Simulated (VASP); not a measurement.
# CdInI3 (Pm-3m) in VASP: single point with PBE

Aim: the single point of CdInI3 with PBE.

Program: VASP 6.6.1. These are calculated values, not measurements. Logs are shortened: lines on timing, memory, paths and dates and some standing lists are left out, and cuts for length are marked.

## Step 1: The cell of the first run

Symmetry: Pm-3m, No. 221, cubic system. Conventional cell: a = 5.609 Å, b = 5.609 Å, c = 5.609 Å, α = 90.00°, β = 90.00°, γ = 90.00°. Cd (site symmetry m-3m) has 12 I at 3.97 Å and 8 In at 4.86 Å within 5.2 Å. Within 3.7 Å of In (site symmetry m-3m) lie 6 I at 2.80 Å. Within 3.7 Å of I (site symmetry 4/mmm) lie 2 In at 2.80 Å.

## Step 2: Single point, PBE

INCAR reads:

```
SYSTEM = CdInI3
  PREC = Accurate
  ENCUT = 520
  EDIFF = 1E-6
  ISMEAR = 0
  SIGMA = 0.1
  LREAL = .FALSE.
  LASPH = .TRUE.
  NELM = 60
  ALGO = Normal
  ISIF = 2
  LWAVE = .FALSE.
  LCHARG = .FALSE.
  GGA = PE
  NBANDS = 31
```

KPOINTS reads:

```
Automatic mesh
0
G
  4 4 4
  0 0 0
```

POSCAR reads:

```
CdInI3
1.0
    5.6089095900      0.0000000000      0.0000000000
    0.0000000000      5.6089095900      0.0000000000
    0.0000000000      0.0000000000      5.6089095900
Cd In I
1 1 3
Direct
    0.5000000000      0.5000000000      0.5000000000
    0.0000000000      0.0000000000      0.0000000000
    0.5000000000      0.0000000000      0.0000000000
    0.0000000000      0.5000000000      0.0000000000
    0.0000000000      0.0000000000      0.5000000000
```

Potentials or basis: VASP PAW PBE potentials, release 64 (Cd, In_d, I).

Launch:

```sh
> cat potpaw_PBE.64/Cd/POTCAR potpaw_PBE.64/In_d/POTCAR potpaw_PBE.64/I/POTCAR > POTCAR
> mpirun -np 1 vasp_std > vasp.out
```

OUTCAR:

```text
SYSTEM = CdInI3
   PREC = Accurate
   ENCUT = 520
   EDIFF = 1E-6
   ISMEAR = 0
   LREAL = .FALSE.
   LASPH = .TRUE.
   NELM = 60
   ISIF = 2
   GGA = PE

 ion  position               nearest neighbor table
   1  0.500  0.500  0.500-
   2  0.000  0.000  0.000-   3 2.80   4 2.80   5 2.80   5 2.80   4 2.80   3 2.80
   3  0.500  0.000  0.000-   2 2.80   2 2.80
   4  0.000  0.500  0.000-   2 2.80   2 2.80
   5  0.000  0.000  0.500-   2 2.80   2 2.80

  LATTYP: Found a simple cubic cell.
 ALAT       =     5.6089095900

  Lattice vectors:

 A1 = (   5.6089095900,   0.0000000000,   0.0000000000)
 A2 = (   0.0000000000,   5.6089095900,   0.0000000000)
 A3 = (   0.0000000000,   0.0000000000,   5.6089095900)

Analysis of symmetry for initial positions (statically):
=====================================================================
 Subroutine PRICEL returns:
 Original cell was already a primitive cell.

 Routine SETGRP: Setting up the symmetry group for a
 simple cubic supercell.

 Subroutine GETGRP returns: Found 48 space group operations
 (whereof 48 operations were pure point group operations)
 out of a pool of 48 trial point group operations.

The static configuration has the point symmetry O_h .

Analysis of symmetry for dynamics (positions and initial velocities):
=====================================================================
 Subroutine PRICEL returns:
 Original cell was already a primitive cell.

 Routine SETGRP: Setting up the symmetry group for a
 simple cubic supercell.

 Subroutine GETGRP returns: Found 48 space group operations
 (whereof 48 operations were pure point group operations)
 out of a pool of 48 trial point group operations.

The dynamic configuration has the point symmetry O_h .

 Subroutine INISYM returns: Found 48 space group operations
 (whereof 48 operations are pure point group operations),
 and found     1 'primitive' translations

----------------------------------------------------------------------------------------

                                     Primitive cell

  volume of cell :     176.4555

  direct lattice vectors                    reciprocal lattice vectors
     5.608909590  0.000000000  0.000000000     0.178287773  0.000000000  0.000000000
     0.000000000  5.608909590  0.000000000     0.000000000  0.178287773  0.000000000
     0.000000000  0.000000000  5.608909590     0.000000000  0.000000000  0.178287773

  length of vectors
     5.608909590  5.608909590  5.608909590     0.178287773  0.178287773  0.178287773

  position of ions in fractional coordinates (direct lattice)
     0.500000000  0.500000000  0.500000000
     0.000000000  0.000000000  0.000000000
     0.500000000  0.000000000  0.000000000
     0.000000000  0.500000000  0.000000000
     0.000000000  0.000000000  0.500000000

  ion indices of the primitive-cell ions
   primitive index   ion index
                 1           1
                 2           2
                 3           3
                 4           4
                 5           5

----------------------------------------------------------------------------------------

 KPOINTS: Automatic mesh

Automatic generation of k-mesh.
 Grid dimensions read from file:
 generate k-points for:    4    4    4

 Generating k-lattice:

  Cartesian coordinates                     Fractional coordinates (reciprocal lattice)
     0.044571943  0.000000000  0.000000000     0.250000000  0.000000000  0.000000000
     0.000000000  0.044571943  0.000000000     0.000000000  0.250000000  0.000000000
     0.000000000  0.000000000  0.044571943     0.000000000  0.000000000  0.250000000

  Length of vectors
     0.044571943  0.044571943  0.044571943

  Shift w.r.t. Gamma in fractional coordinates (k-lattice)
     0.000000000  0.000000000  0.000000000

 Subroutine IBZKPT returns following result:
 ===========================================

 Found     10 irreducible k-points:

 Following reciprocal coordinates:
            Coordinates               Weight
  0.000000  0.000000  0.000000      1.000000
  0.250000  0.000000  0.000000      6.000000
  0.500000  0.000000  0.000000      3.000000
  0.250000  0.250000  0.000000     12.000000
  0.500000  0.250000  0.000000     12.000000
  0.500000  0.500000  0.000000      3.000000
  0.250000  0.250000  0.250000      8.000000
  0.500000  0.250000  0.250000     12.000000
  0.500000  0.500000  0.250000      6.000000
  0.500000  0.500000  0.500000      1.000000
   k-points           NKPTS =     10   k-points in BZ     NKDIM =     10   number of bands    NBANDS=     31
   number of dos      NEDOS =    301   number of ions     NIONS =      5
   total plane-waves  NPLWV =  74088
   dimension x,y,z NGX =    42 NGY =   42 NGZ =   42
   dimension x,y,z NGXF=    84 NGYF=   84 NGZF=   84
   ions per type =               1   1   3
   NGX,Y,Z   is equivalent  to a cutoff of  12.45, 12.45, 12.45 a.u.
   NGXF,Y,Z  is equivalent  to a cutoff of  24.90, 24.90, 24.90 a.u.
 SYSTEM =  CdInI3
   PREC   = accura    normal or accurate (medium, high low for compatibility)
   ISTART =      0    job   : 0-new  1-cont  2-samecut
   ICHARG =      2    charge: 1-file 2-atom 10-const
   ISPIN  =      1    spin polarized calculation?
   LNONCOLLINEAR =      F non collinear calculations
   LSORBIT =      F    spin-orbit coupling
   LASPH  =      T    aspherical Exc in radial PAW
   ENCUT  =  520.0 eV  38.22 Ry    6.18 a.u.  10.43 10.43 10.43*2*pi/ulx,y,z
   NELM   =     60;   NELMIN=  2; NELMDL= -5     # of ELM steps
   EDIFF  = 0.1E-05   stopping-criterion for ELM
   LREAL  =      F    real-space projection
   EDIFFG = 0.1E-04   stopping-criterion for IOM
   NSW    =      0    number of steps for IOM
   IBRION =     -1    ionic relax: 0-MD 1-quasi-New 2-CG
   NFREE  =      0    steps in history (QN), initial steepest desc. (CG)
   ISIF   =      2    stress and relaxation
   ISYM   =      2    0-nonsym 1-usesym 2-fastsym
   POTIM  = 0.5000    time-step for ionic-motion
   TEBEG  =    0.0;   TEEND  =   0.0 temperature during run
   PSTRESS=    0.0 pullay stress
   NELECT =      46.0000    total number of electrons
   NUPDOWN=      -1.0000    fix difference up-down
   EMIN   =  10.00;   EMAX   =-10.00  energy-range for DOS
   EFERMI =   0.00;   METHOD = LEGACY
   ISMEAR =     0;   SIGMA  =   0.10  broadening in eV -4-tet -1-fermi 0-gaus
   EFERMI_NEDOS =   21; number of points for ismear=-14 and -15
   IALGO  =     38    algorithm
   IMIX   =      4    mixing-type and parameters
     AMIX     =   0.40;   BMIX     =  1.00
     AMIX_MAG =   1.60;   BMIX_MAG =  1.00
  volume/ion in A,a.u.               =      35.29       238.16
  Fermi-wavevector in a.u.,A,eV,Ry     =   1.045801  1.976277 14.880685  1.093699
  Thomas-Fermi vector in A             =   2.180612
   LORBIT       =      0    0 simple, 1 ext, 2 COOP (PROOUT), +10 PAW based schemes
   GGA     = PE    functional components
   LHFCALC =     F    Hartree Fock is set to
   AEXX    =    0.0000 exact exchange contribution
   IVDW    =     0    specifies the selected vdW correction
   LEPSILON=     F    determine dielectric tensor
   LRPA    =     F    only Hartree local field effects (RPA)
 non-spin polarized calculation
 Gauss-broadening in eV      SIGMA  =   0.10
  energy-cutoff  :      520.00
  volume of cell :      176.46
 maximum number of plane-waves:      4780
 NGX is ok and might be reduce to    42
   NGX = 21   NGY = 21   NGZ = 21

 number of electron      46.0000010 magnetization

 Free energy of the ion-electron system (eV)
  ---------------------------------------------------
  ext. energy  EPLUGINS =         0.00000000
  ---------------------------------------------------
  free energy    TOTEN  =        -8.30624578 eV

  energy without entropy =       -8.29422675  energy(sigma->0) =       -8.30023627

 E-fermi :   3.6995     XC(G=0):  -8.6812

 val. band max:        3.6448623750   @ k =   0.5000   0.0000   0.0000
 cond. band min:       3.7539538149   @ k =   0.2500   0.0000   0.0000
 fundamental gap:      0.1090914399
 Fermi energy:         3.6994619952

 k-point     1 :       0.0000    0.0000    0.0000
  band No.  band energies     occupation
      1     -11.7283      2.00000
      2     -11.7283      2.00000
      3     -11.3552      2.00000
      4     -11.3552      2.00000
      5     -11.3552      2.00000
      6     -10.0731      2.00000
[... 23 lines left out ...]
     30       9.0428      0.00000
     31       9.0428      0.00000

 k-point     2 :       0.2500    0.0000    0.0000
  band No.  band energies     occupation
      1     -11.7280      2.00000
      2     -11.6778      2.00000
      3     -11.3575      2.00000
      4     -11.3575      2.00000
      5     -11.3552      2.00000
      6      -9.9206      2.00000
[... 23 lines left out ...]
     30       9.6864      0.00000
     31       9.7031      0.00000

 k-point     3 :       0.5000    0.0000    0.0000
  band No.  band energies     occupation
      1     -11.7278      2.00000
      2     -11.6272      2.00000
      3     -11.3599      2.00000
      4     -11.3599      2.00000
      5     -11.3552      2.00000
      6      -9.5908      2.00000
[... 23 lines left out ...]
     30      10.8018      0.00000
     31      10.8199      0.00000

 k-point     4 :       0.2500    0.2500    0.0000
  band No.  band energies     occupation
      1     -11.7045      2.00000
      2     -11.6461      2.00000
      3     -11.3599      2.00000
      4     -11.3575      2.00000
      5     -11.3575      2.00000
      6      -9.7839      2.00000
[... 159 lines left out ...]
     30       9.3811      0.00000
     31      10.5288      0.00000

 k-point     9 :       0.5000    0.5000    0.2500
  band No.  band energies     occupation
      1     -11.6175      2.00000
      2     -11.5467      2.00000
      3     -11.3647      2.00000
      4     -11.3623      2.00000
      5     -11.3623      2.00000
      6      -9.1345      2.00000
[... 23 lines left out ...]
     30       8.8965      0.00000
     31      11.0112      0.00000

 k-point    10 :       0.5000    0.5000    0.5000
  band No.  band energies     occupation
      1     -11.5467      2.00000
      2     -11.5467      2.00000
      3     -11.3647      2.00000
      4     -11.3647      2.00000
      5     -11.3647      2.00000
      6      -9.1270      2.00000
[... 23 lines left out ...]
     30       9.0297      0.00000
     31      10.6057      0.00000

------------------------ aborting loop because EDIFF is reached ----------------------------------------

  FORCE on cell =-STRESS in cart. coord.  units (eV):
  Direction    XX          YY          ZZ          XY          YZ          ZX
  --------------------------------------------------------------------------------------
  -------------------------------------------------------------------------------------
  Total        5.9891907      5.9891907      5.9891907      0.0000000     -0.0000000      0.0000000
  in kB       54.3805263     54.3805263     54.3805263      0.0000000     -0.0000000      0.0000000
  external PRESSURE =      54.3805263 kB  Pullay stress =       0.0000000 kB

 VOLUME and BASIS-vectors are now :
 -----------------------------------------------------------------------------
  energy-cutoff  :      520.00
  volume of cell :      176.46
      direct lattice vectors                 reciprocal lattice vectors
     5.608909590  0.000000000  0.000000000     0.178287773  0.000000000  0.000000000
     0.000000000  5.608909590  0.000000000     0.000000000  0.178287773  0.000000000
     0.000000000  0.000000000  5.608909590     0.000000000  0.000000000  0.178287773

 POSITION                                       TOTAL-FORCE (eV/Angst)
 -----------------------------------------------------------------------------------
      2.80445      2.80445      2.80445         0.000000      0.000000      0.000000
      0.00000      0.00000      0.00000         0.000000      0.000000      0.000000
      2.80445      0.00000      0.00000         0.000000      0.000000      0.000000
      0.00000      2.80445      0.00000         0.000000      0.000000      0.000000
      0.00000      0.00000      2.80445         0.000000      0.000000      0.000000
 -----------------------------------------------------------------------------------
    total drift:                                0.000000      0.000000     -0.000000

  FREE ENERGIE OF THE ION-ELECTRON SYSTEM (eV)
  ---------------------------------------------------
  free  energy   TOTEN  =        -8.3062457794 eV

  energy  without entropy=       -8.2942267530  energy(sigma->0) =       -8.30023627
```

It took 36 s on 1 thread of Intel Xeon Platinum 8375C at 2.90GHz (Ice Lake), shared host; peak memory 0.28 GiB.

Results:

```
Free energy            : -8.3062 eV
Pressure               : 5.4 GPa
Band gap on the k mesh : zero (bands 23 and 24 overlap by 1.12 eV)
```

Caveat: the cell stands under pressure; spin-orbit coupling is left out, which moves the levels of the heavy elements.
